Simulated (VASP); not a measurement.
Wanted: the native input for a VASP 6.6.1 run.

| Property | Result |
| --- | --- |
| Task | single point |
| Functional | PBE |
| Potentials or basis | VASP PAW PBE potentials, release 64 (Sr_sv) |
| Cutoff | 520 eV |
| k mesh | 6 × 6 × 4 |
| Occupations | fermi-dirac, width 0.15 eV |
| Spin | no spin polarisation |
| Dipole correction | no |
| Further INCAR settings | ALGO = Normal; EDIFF = 1e-06; NBANDS = 17 |

The structure of Sr lies in POSCAR:

```
Sr
1.0
    4.3100000000      0.0000000000      0.0000000000
   -2.1550000000      3.7325694900      0.0000000000
    0.0000000000      0.0000000000      7.0500000000
Sr
2
Direct
    0.3333333333      0.6666666667      0.2500000000
    0.6666666667      0.3333333333      0.7500000000
```

The input as run:

INCAR

```
SYSTEM = Sr
PREC     = Accurate       ! precision mode
ENCUT    = 520            ! plane-wave cutoff, eV
EDIFF    = 1E-6           ! SCF threshold, eV
ISMEAR   = -1             ! smearing method
SIGMA    = 0.15           ! smearing width, eV
LREAL    = .False.        ! projectors in reciprocal space
LASPH    = .True.         ! aspherical terms in the spheres
NELM     = 100            ! most SCF steps
ALGO     = Normal         ! electronic algorithm
ISIF     = 2              ! what is computed and relaxed
LWAVE    = .False.        ! write WAVECAR
LCHARG   = .False.        ! write CHGCAR
GGA      = PE             ! functional
NBANDS   = 17             ! bands
```

KPOINTS

```
regular mesh
0
Gamma
  6 6 4
  0 0 0
```

Potentials or basis: VASP PAW PBE potentials, release 64 (Sr_sv).

The run is started by

```sh
$ cat potpaw_PBE.64/Sr_sv/POTCAR > POTCAR
$ mpirun -np 1 vasp_std > vasp.out
```

It gave:

```yaml
Pressure: -0.3 GPa
Band_gap_on_the_k_mesh: zero (band 10 reaches 1.61 eV, above the bottom of band 11 at 1.37 eV)
```

Run time: 27 s on 1 thread of Intel(R) Xeon(R) Platinum 8259CL CPU @ 2.50GHz (Skylake/Cascade Lake), with other jobs on the host, peak memory 0.23 GiB.
